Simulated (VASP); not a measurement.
Crystal: Mo.

```
CELL_PARAMETERS angstrom
2.75536 0.00000 0.00000
-1.37768 2.38621 0.00000
0.00000 0.00000 4.36033
ATOMIC_POSITIONS crystal
Mo 0.33333 0.66667 0.25000
Mo 0.66667 0.33333 0.75000
```

This isn't the form of Mo at room conditions, which is bcc.

```yaml
Program: VASP 6.6.1
Task: relaxation of cell and atoms
Functional: PBEsol
Potentials_or_basis: VASP PAW PBE potentials, release 64 (Mo_sv)
Cutoff: 600 eV
k_mesh: 9 × 9 × 6
Occupations: gaussian, width 0.1 eV
Spin: no spin polarisation
```

At the start: pressure 23.6 GPa; volume 14.33 Å³/atom.

Task: How do energy, volume and symmetry change on relaxing?

Result: Over 16 steps the energy falls by 120.3 meV/atom and the volume is 15.60 Å³/atom (+8.8 %); space group P6_3/mmc (No. 194, to 0.1 Å) before and after.

The path:
| step | energy change (eV) | largest force (eV/Å) | pressure (GPa) | volume (Å³) |
| --- | --- | --- | --- | --- |
| 1 | 0.0000 | 0.0000 | 23.55 | 28.67 |
| 2 | 0.7951 | 0.0000 | -34.69 | 38.33 |
| 3 | -0.1598 | 0.0000 | -1.69 | 31.21 |
| 4 | -0.1608 | 0.0000 | -0.10 | 31.02 |
| 5 | -0.1608 | 0.0000 | 0.31 | 30.97 |
| 6 | -0.1615 | 0.0000 | 0.30 | 30.97 |
| 7 | -0.1660 | 0.0000 | 0.26 | 30.99 |
| 8 | -0.1817 | 0.0000 | 0.38 | 31.02 |
| 9 | -0.2320 | 0.0000 | 1.01 | 31.03 |
| 10 | -0.1410 | 0.0000 | 5.60 | 30.92 |
| 11 | -0.2395 | 0.0000 | 1.52 | 31.02 |
| 12 | -0.2396 | 0.0000 | 1.63 | 31.02 |
| 13 | -0.2400 | 0.0000 | 1.10 | 31.09 |
| 14 | -0.2400 | 0.0000 | 0.94 | 31.11 |
| 15 | -0.2403 | 0.0000 | 0.68 | 31.14 |
| 16 | -0.2405 | 0.0000 | 0.11 | 31.20 |

Final structure:
```
Mo
1.0
     2.73230    0.00000    0.00000
    -1.36615    2.36624    0.00000
     0.00000    0.00000    4.82595
Mo
2
Direct
  0.33333 0.66667 0.25000
  0.66667 0.33333 0.75000
```

Caveat: the PAW data sets were made with another functional, which shifts forces and pressure a little.
